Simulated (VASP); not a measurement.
The system is Pb.

```
Pb
1.0
     3.48000    0.00000    0.00000
    -1.74000    3.01377    0.00000
     0.00000    0.00000    5.59000
Pb
2
Direct
  0.33333 0.66667 0.25000
  0.66667 0.33333 0.75000
```

This isn't the form of Pb at room conditions, which is fcc.

```yaml
Program: VASP 6.6.1
Task: relaxation of cell and atoms
Functional: PBE
Potentials_or_basis: VASP PAW PBE potentials, release 64 (Pb_d)
Cutoff: 600 eV
k_mesh: 14 × 14 × 8
Occupations: gaussian, width 0.05 eV
Spin: no spin polarisation
```

At the start: pressure 4.1 GPa; volume 29.31 Å³/atom.

Problem. Where does the relaxation end?

Solution. Over 7 steps the energy falls by 32.0 meV/atom and the volume is 31.80 Å³/atom (+8.5 %); space group P6_3/mmc (No. 194, to 0.1 Å) before and after.

Step by step:
| step | energy change (eV) | largest force (eV/Å) | pressure (GPa) | volume (Å³) |
| --- | --- | --- | --- | --- |
| 1 | 0.0000 | 0.0000 | 4.05 | 58.63 |
| 2 | -0.0586 | 0.0000 | -0.88 | 65.14 |
| 3 | -0.0624 | 0.0000 | -0.06 | 63.71 |
| 4 | -0.0624 | 0.0000 | -0.13 | 63.81 |
| 5 | -0.0635 | 0.0000 | -0.10 | 63.72 |
| 6 | -0.0640 | 0.0000 | -0.05 | 63.61 |
| 7 | -0.0641 | 0.0000 | -0.04 | 63.59 |

Final structure:
```yaml
crystal:
  lattice:
    - [3.53948, 0.00000, 0.00000]
    - [-1.76974, 3.06528, 0.00000]
    - [0.00000, 0.00000, 5.86138]
  atoms:
    - { symbol: Pb, position: [0.33333, 0.66667, 0.25000] }
    - { symbol: Pb, position: [0.66667, 0.33333, 0.75000] }
```
